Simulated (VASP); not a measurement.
**SrTiO3: single point with PBE**

The system is SrTiO3.

```
CELL_PARAMETERS angstrom
4.03481 0.00000 0.00000
0.00000 3.83799 0.00000
0.00000 0.00000 3.93640
ATOMIC_POSITIONS crystal
Sr 0.00000 0.00000 0.00000
Ti 0.50000 0.50000 0.50000
O 0.00000 0.50000 0.50000
O 0.50000 0.00000 0.50000
O 0.50000 0.50000 0.00000
```

This cell differs from its parent crystal: strain +0.0250 x Voigt [1, -1, 0, 0, 0, 0].

| Quantity | Value |
| --- | --- |
| Program | VASP 6.6.1 |
| Task | single point |
| Functional | PBE |
| Potentials or basis | VASP PAW PBE potentials, release 64 (Sr_sv, Ti_sv, O) |
| Cutoff | 520 eV |
| k mesh | 8 × 8 × 8 |
| Occupations | gaussian, width 0.05 eV |
| Spin | no spin polarisation |

| Item | Value |
| --- | --- |
| Pressure | 1.3 GPa |
| Band gap on the k mesh | 1.72 eV, indirect (least direct gap 2.12 eV) |

Stress tensor (GPa, compression positive):
```
-4.03  0.00  0.00
 0.00  7.07  0.00
 0.00  0.00  0.81
```

Levels at points of the mesh, in eV from the valence-band top:
```csv
k point,band 17,band 18,band 19,band 20,band 21,band 22,band 23,band 24
"(0.00, 0.00, 0.00)",-1.09,-0.44,-0.42,-0.40,1.72,1.77,1.81,3.91
"(0.50, 0.00, 0.00)",-2.07,-1.96,-0.75,-0.75,1.94,3.39,3.40,4.25
"(0.00, 0.50, 0.00)",-2.42,-1.98,-0.83,-0.80,1.91,3.84,3.85,3.95
"(0.50, 0.50, 0.00)",-1.78,-1.60,-1.59,-0.18,3.40,3.86,4.11,5.02
"(0.00, 0.00, 0.50)",-2.29,-1.97,-0.80,-0.77,1.92,3.60,3.62,4.07
"(0.50, 0.00, 0.50)",-1.76,-1.75,-1.74,-0.23,3.41,3.62,3.93,5.29
"(0.00, 0.50, 0.50)",-1.79,-1.46,-1.46,-0.08,3.61,3.85,4.22,4.78
"(0.50, 0.50, 0.50)",-3.53,-0.11,-0.07,0.00,4.15,4.30,4.41,6.68
```

Wall time 2.8 min on 1 thread of Intel(R) Xeon(R) Platinum 8488C (Sapphire Rapids), with other jobs on the host, peak memory 0.32 GiB.

Caveat: the cell differs from its parent crystal (strain +0.0250 x Voigt [1, -1, 0, 0, 0, 0]). A k mesh can miss the band edges.
